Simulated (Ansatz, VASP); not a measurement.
**N: VASP beside Ansatz**

```
N
1.0
    15.00000    0.00000    0.00000
     0.00000   15.50000    0.00000
     0.00000    0.00000   16.00000
N
2
Direct
  0.50186 0.49901 0.46562
  0.49814 0.50099 0.53438
```

Alike in both runs: functional PBE; dispersion D3(BJ); k mesh 1 × 1 × 1; occupations gaussian, width 0.005 eV; no spin polarisation.

Ansatz relaxed the structure, and its values are those at the end. VASP's run is a single point on that final structure, the one shown.

|  | VASP | Ansatz |
| --- | --- | --- |
| version | VASP 6.6.1 | Ansatz 0.2.0 |
| potentials or method | VASP PAW PBE potentials, release 64 (N), cutoff 520 eV | scalar-relativistic, plane waves, PAW |
| valence electrons in the cell | 10 | 10 |

|  | VASP | Ansatz | Ansatz less VASP |
| --- | --- | --- | --- |
| gap on the k mesh at the Fermi level (eV) | 8.20 | 8.24 | +0.042 |
| rms of the force components (eV/Å) | 1.006 | 0.001 | -1.0042 |

One of these differences is far larger than is usual between the two programs; its cause wasn't traced.

Noted on VASP's run: the standard files for N, O and F lose accuracy on very short bonds.
